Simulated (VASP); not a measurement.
Set up this calculation in VASP 6.6.1, as the native input.

- Task: single point
- Functional: PBEsol
- Potentials or basis: VASP PAW PBE potentials, release 64 (Nb_sv)
- Cutoff: 520 eV
- k mesh: 20 × 20 × 20
- Occupations: gaussian, width 0.15 eV
- Spin: no spin polarisation
- Dipole correction: no
- Further INCAR settings: ALGO = Normal; EDIFF = 1e-07; NBANDS = 12

The structure of Nb lies in POSCAR:

```
Nb
1.0
    0.0000000000      1.9458000000      1.9458000000
    1.9458000000      0.0000000000      1.9458000000
    1.9458000000      1.9458000000      0.0000000000
Nb
1
Direct
    0.0000000000      0.0000000000      0.0000000000
```

This isn't the form of Nb at room conditions, which is bcc.

This cell differs from its parent crystal: strain -0.080 along x and y, -0.080 along z.

One way to write it, as run:

INCAR

```
SYSTEM = Nb
PREC = Accurate ; ENCUT = 520
EDIFF = 1E-7 ; ISMEAR = 0
SIGMA = 0.15 ; LREAL = .FALSE.
LASPH = .TRUE. ; NELM = 100
ALGO = Normal ; ISIF = 2
LWAVE = .FALSE. ; LCHARG = .TRUE.
GGA = PS ; LELF = .TRUE.
LVHAR = .TRUE. ; NBANDS = 12
```

KPOINTS

```
regular mesh
0
G
  20 20 20
  0 0 0
```

Potentials or basis: VASP PAW PBE potentials, release 64 (Nb_sv).

Run with:

```sh
$ cat potpaw_PBE.64/Nb_sv/POTCAR > POTCAR
$ mpirun -np 1 vasp_std > vasp.out
```

It gave:

The pressure is 51.4 GPa and the band gap on the k mesh is zero (an odd number of electrons rules out a gap without spin polarisation).

Caveat: the cell differs from its parent crystal (strain -0.080 along x and y, -0.080 along z); the cell stands under pressure; the PAW data sets were made with another functional, which shifts forces and pressure a little.

Run time: 34 s on 1 thread of Intel(R) Xeon(R) Platinum 8559C (Emerald Rapids), with other jobs on the host, peak memory 0.16 GiB.
